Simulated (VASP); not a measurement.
Set up this calculation in VASP 6.6.1, as the native input.

```yaml
Task: single point
Functional: PBE
Potentials_or_basis: VASP PAW PBE potentials, release 64 (Zr_sv, Ta_pv, S)
Cutoff: 520 eV
k_mesh: 8 × 8 × 8
Occupations: gaussian, width 0.1 eV
Spin: collinear spin
Starting_moments: "[1.42, 0.0, 0.0, 0.0, 0.0] μB"
Dipole_correction: no
k_mesh_for_the_DOS: 12 × 12 × 12
Occupations_for_the_DOS: tetrahedron
Further_INCAR_settings: ALGO = Normal; EDIFF = 1e-07; NBANDS = 32
```

The system is ZrTaS3.

```
Zr Ta S
1.0
     4.73372    0.00000    0.00000
     0.00000    4.73372    0.00000
     0.00000    0.00000    4.73372
Zr Ta S
1 1 3
Direct
  0.00000 0.00000 0.00000
  0.50000 0.50000 0.50000
  0.50000 0.50000 0.00000
  0.00000 0.50000 0.50000
  0.50000 0.00000 0.50000
```

These files were run (other wordings do the same):

POSCAR

```
ZrTaS3
1.0
    4.7337170329      0.0000000000      0.0000000000
    0.0000000000      4.7337170329      0.0000000000
    0.0000000000      0.0000000000      4.7337170329
Zr Ta S
1 1 3
Direct
    0.0000000000      0.0000000000      0.0000000000
    0.5000000000      0.5000000000      0.5000000000
    0.5000000000      0.5000000000      0.0000000000
    0.0000000000      0.5000000000      0.5000000000
    0.5000000000      0.0000000000      0.5000000000
```

INCAR.step1

```
SYSTEM = ZrTaS3
PREC = Accurate ; ENCUT = 520
EDIFF = 1E-7 ; ISMEAR = 0
SIGMA = 0.1 ; LREAL = .FALSE.
LASPH = .TRUE. ; NELM = 150
ALGO = Normal ; ISIF = 2
LWAVE = .FALSE. ; LCHARG = .TRUE.
ISPIN = 2 ; MAGMOM = 1.42 0 0 0 0
LMAXMIX = 4 ; GGA = PE
NBANDS = 32
```

KPOINTS.step1

```
regular mesh
0
G
  8 8 8
  0 0 0
```

INCAR.step2

```
SYSTEM = ZrTaS3
PREC = Accurate ; ENCUT = 520
EDIFF = 1E-7 ; ISMEAR = -5
SIGMA = 0.1 ; LREAL = .FALSE.
LASPH = .TRUE. ; NELM = 150
ALGO = Normal ; ISIF = 2
LWAVE = .FALSE. ; LCHARG = .FALSE.
ISPIN = 2 ; MAGMOM = 1.42 0 0 0 0
LORBIT = 11 ; LMAXMIX = 4
GGA = PE ; NBANDS = 32
NEDOS = 2001 ; ICHARG = 11
```

KPOINTS.step2

```
regular mesh
0
G
  12 12 12
  0 0 0
```

Potentials or basis: VASP PAW PBE potentials, release 64 (Zr_sv, Ta_pv, S).

The run is started by

```bash
$ cat potpaw_PBE.64/Zr_sv/POTCAR potpaw_PBE.64/Ta_pv/POTCAR potpaw_PBE.64/S/POTCAR > POTCAR
$ cp INCAR.step1 INCAR
$ cp KPOINTS.step1 KPOINTS
$ mpirun -np 1 vasp_std > vasp.out
$ cp INCAR.step2 INCAR
$ cp KPOINTS.step2 KPOINTS
$ mpirun -np 1 vasp_std > vasp.out
```

Results of the run:

```yaml
Net_moment: 1.76 μB per cell
Site_moments: Zr +1.15; Ta +0.08; S -0.04 μB
Valence_electrons_inside_the_program's_atomic_spheres: Zr 9.51; Ta 8.95; S 3.76
```

It took 4.5 min on 1 thread of AMD EPYC 9R45 96-Core Processor (Zen 5), with other jobs on the host, peak memory 0.52 GiB.
